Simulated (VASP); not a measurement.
**GaSi: relaxation of cell and atoms with PBE**

The system is GaSi.

```
CELL_PARAMETERS angstrom
5.91671 0.00000 0.00000
0.00000 3.34546 0.00000
0.00000 0.00000 5.88740
ATOMIC_POSITIONS crystal
Ga 0.01000 0.25000 0.81000
Ga 0.49000 0.75000 0.31000
Ga 0.51000 0.25000 0.69000
Ga 0.99000 0.75000 0.19000
Si 0.22000 0.25000 0.42000
Si 0.28000 0.75000 0.92000
Si 0.72000 0.25000 0.08000
Si 0.78000 0.75000 0.58000
```

```json
{"Program": "VASP 6.6.1", "Task": "relaxation of cell and atoms", "Functional": "PBE", "Potentials or basis": "VASP PAW PBE potentials, release 64 (Ga_d, Si)", "Cutoff": "600 eV", "k mesh": "4 × 6 × 4", "Occupations": "gaussian, width 0.1 eV", "Spin": "no spin polarisation", "Dipole correction": "no", "Further INCAR settings": "ALGO = Normal; EDIFF = 1e-06; IBRION = 2; EDIFFG = -0.04; NSW = 90; ISIF = 3"}
```

| Property | Result |
| --- | --- |
| Relaxed volume | 17.83 Å³/atom |
| Relaxed cell | a = 5.286 Å, b = 3.621 Å, c = 7.453 Å, α = 90.00°, β = 90.00°, γ = 90.00° |
| Space group after relaxing (to 0.05 Å) | Pnma (No. 62) |
| Energy gained by relaxing | 437.4 meV/atom |
| Ionic steps | 54 |
| Pressure after relaxing | -0.2 GPa |
| Largest force after relaxing | 0.027 eV/Å |
| Band gap on the k mesh | zero (band 34 reaches 7.90 eV, above the bottom of band 35 at 5.16 eV) |

Forces on the atoms (eV/Å):
```
Ga  -0.012  0.000 -0.001
Ga   0.012  0.000 -0.001
Ga  -0.012  0.000  0.001
Ga   0.012  0.000  0.001
Si  -0.027  0.000 -0.002
Si   0.027  0.000 -0.002
Si  -0.027  0.000  0.002
Si   0.027  0.000  0.002
```

Stress tensor (GPa, compression positive):
```
-0.17  0.00  0.00
 0.00 -0.33  0.00
 0.00  0.00 -0.13
```

The path:
```
step  energy change (eV)  largest force (eV/Å)  pressure (GPa)  volume (Å³)
   1              0.0000                1.9977           27.32       116.54
   3             -2.4091                0.3468           -0.45       145.97
   5             -2.4790                0.2549           -0.48       145.81
   7             -2.6334                0.1638            1.66       142.07
   9             -2.7716                0.1933           -0.41       146.70
  11             -2.7727                0.1868           -0.34       146.40
  13             -2.8041                0.2288            0.25       144.98
  15             -2.8102                0.3634            0.62       144.03
  17             -2.8732                0.4717           -0.15       145.04
  19             -3.0283                0.5086           -2.82       148.85
  21             -3.0813                0.4890           -2.71       148.10
  23             -3.2120                0.2223           -0.44       144.27
  25             -3.2265                0.2118           -1.18       145.13
  27             -3.2341                0.2063           -0.96       144.47
  29             -3.2304                0.3026            1.35       139.34
  31             -3.2588                0.1861            0.19       141.77
  33             -3.3360                0.2384            1.57       139.79
  35             -3.3553                0.1948            2.21       138.90
  37             -3.3627                0.2112            2.60       138.51
  39             -3.3663                0.2700            2.05       139.94
  41             -3.3842                0.2334            2.03       139.81
  43             -3.4234                0.1812           -0.46       144.36
  45             -3.4409                0.1519           -0.34       144.13
  47             -3.4531                0.1789            0.45       143.01
  49             -3.4689                0.1024            0.04       143.57
  51             -3.4848                0.1339           -0.30       144.05
  53             -3.4951                0.0958            0.45       141.85
  54             -3.4996                0.0275           -0.21       142.65
```

Final structure:
```xyz
8
Lattice="5.2864 0.0000 0.0000 0.0000 3.6206 0.0000 0.0000 0.0000 7.4528" Properties=species:S:1:pos:R:3 pbc="T T T"
Ga    5.2545    0.9052    6.1889
Ga    2.6751    2.7155    2.4625
Ga    2.6113    0.9052    4.9903
Ga    0.0319    2.7155    1.2639
Si    0.6766    0.9052    3.2217
Si    1.9665    2.7155    6.9481
Si    3.3198    0.9052    0.5047
Si    4.6097    2.7155    4.2311
```

Levels at points of the mesh, in eV from the Fermi level:
| k point | band 32 | band 33 | band 34 | band 35 | band 36 | band 37 |
| --- | --- | --- | --- | --- | --- | --- |
| (0.00, 0.00, 0.00) | -1.06 | -0.34 | 0.71 | 1.62 | 2.25 | 2.26 |
| (0.50, 0.00, 0.00) | -0.57 | -0.07 | -0.07 | 1.51 | 1.51 | 1.84 |
| (0.00, 0.50, 0.00) | -2.34 | -1.32 | -1.32 | -0.86 | -0.86 | -0.11 |
| (0.50, 0.50, 0.00) | -4.15 | 1.34 | 1.34 | 1.34 | 1.34 | 2.75 |
| (0.00, 0.00, 0.50) | -1.27 | -0.65 | -0.65 | 2.04 | 2.04 | 2.75 |
| (0.50, 0.00, 0.50) | -0.50 | 0.68 | 0.68 | 1.22 | 1.22 | 2.28 |
| (0.00, 0.50, 0.50) | -2.94 | -2.82 | -2.82 | -0.45 | -0.45 | 1.27 |
| (0.50, 0.50, 0.50) | -2.00 | -1.40 | -1.40 | -1.40 | -1.40 | 2.81 |

It took 60 min on 1 thread of AMD EPYC 9R45 96-Core Processor (Zen 5) (shared host), peak memory 0.32 GiB.

Caveat: the volume moved by over 15 % at a fixed basis, so the end points are rough.
